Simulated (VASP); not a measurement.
Crystal: Se.

```xyz
8
Lattice="2.8611 1.6519 4.5214 -2.8611 1.6519 4.5214 0.0000 -3.3037 4.5214" Properties=species:S:1:pos:R:3 pbc="T T T"
Se    0.0000    0.0000    6.7822
Se    0.0000    0.0000    0.0000
Se    0.6943    1.2025    3.3911
Se   -1.3885    0.0000    3.3911
Se    0.6943   -1.2025    3.3911
Se   -0.6943   -1.2025   10.1733
Se    1.3885    0.0000   10.1733
Se   -0.6943    1.2025   10.1733
```

The cell was built from a structure type or drawn by symmetry, and may not be a known phase.

* Program: VASP 6.6.1
* Task: relaxation of cell and atoms
* Functional: PBE
* Potentials or basis: VASP PAW PBE potentials, release 64 (Se)
* Cutoff: 600 eV
* k mesh: 6 × 6 × 6
* Occupations: gaussian, width 0.1 eV
* Spin: no spin polarisation

At the start: pressure 53.0 GPa; volume 16.03 Å³/atom.

Task: How do energy, volume and symmetry change on relaxing?

Result: Over 31 steps the energy falls by 937.5 meV/atom and the volume is 26.23 Å³/atom (+63.7 %); space group R-3c (No. 167, to 0.1 Å) before and after.

Step by step:
| step | energy change (eV) | largest force (eV/Å) | pressure (GPa) | volume (Å³) |
| --- | --- | --- | --- | --- |
| 1 | 0.0000 | 0.9573 | 53.04 | 128.21 |
| 2 | -3.5517 | 0.0243 | -10.07 | 253.26 |
| 3 | -6.8161 | 0.1596 | -0.49 | 183.73 |
| 4 | -6.8195 | 0.1566 | -0.03 | 182.49 |
| 5 | -6.8192 | 0.1537 | 0.43 | 181.28 |
| 6 | -6.8331 | 0.1939 | 0.39 | 181.89 |
| 7 | -6.8872 | 0.3378 | 0.31 | 183.68 |
| 8 | -7.0620 | 0.5057 | 0.53 | 187.15 |
| 9 | -7.2679 | 0.4635 | 2.83 | 193.64 |
| 10 | -7.2787 | 0.0108 | 1.82 | 191.79 |
| 11 | -7.2849 | 0.1670 | 2.20 | 192.56 |
| 12 | -7.2935 | 0.2054 | 2.10 | 193.52 |
| 13 | -7.3106 | 0.3268 | 1.85 | 196.40 |
| 14 | -7.3052 | 0.6081 | 1.52 | 202.20 |
| 15 | -7.3149 | 0.4367 | 1.69 | 198.78 |
| 16 | -7.3313 | 0.3433 | 1.20 | 200.06 |
| 17 | -7.3517 | 0.0854 | -0.17 | 203.91 |
| 18 | -7.3539 | 0.0816 | -0.16 | 203.91 |
| 19 | -7.3602 | 0.0686 | -0.13 | 203.90 |
| 20 | -7.3723 | 0.0438 | -0.08 | 203.87 |
| 21 | -7.3949 | 0.0004 | 0.03 | 203.76 |
| 22 | -7.4324 | 0.0716 | 0.26 | 203.37 |
| 23 | -7.4657 | 0.1523 | 0.86 | 201.90 |
| 24 | -7.4743 | 0.1598 | 0.66 | 202.95 |
| 25 | -7.4890 | 0.1821 | 0.11 | 206.05 |
| 26 | -7.4903 | 0.1921 | -0.11 | 207.36 |
| 27 | -7.4953 | 0.1173 | 0.11 | 207.36 |
| 28 | -7.4970 | 0.0422 | 0.33 | 207.35 |
| 29 | -7.4990 | 0.0413 | 0.17 | 208.32 |
| 30 | -7.5002 | 0.0384 | -0.14 | 210.23 |
| 31 | -7.5003 | 0.0391 | -0.09 | 209.86 |

Final structure:
```
Se
1.0
     3.02639    1.74729    6.61440
    -3.02639    1.74729    6.61440
     0.00000   -3.49458    6.61440
Se
8
Direct
  0.50000 0.50000 0.50000
  0.00000 0.00000 0.00000
  0.49237 0.25000 0.00763
  0.00763 0.49237 0.25000
  0.25000 0.00763 0.49237
  0.50763 0.75000 0.99237
  0.99237 0.50763 0.75000
  0.75000 0.99237 0.50763
```

Caveat: the volume moved by over 15 % at a fixed basis, so the end points are rough.
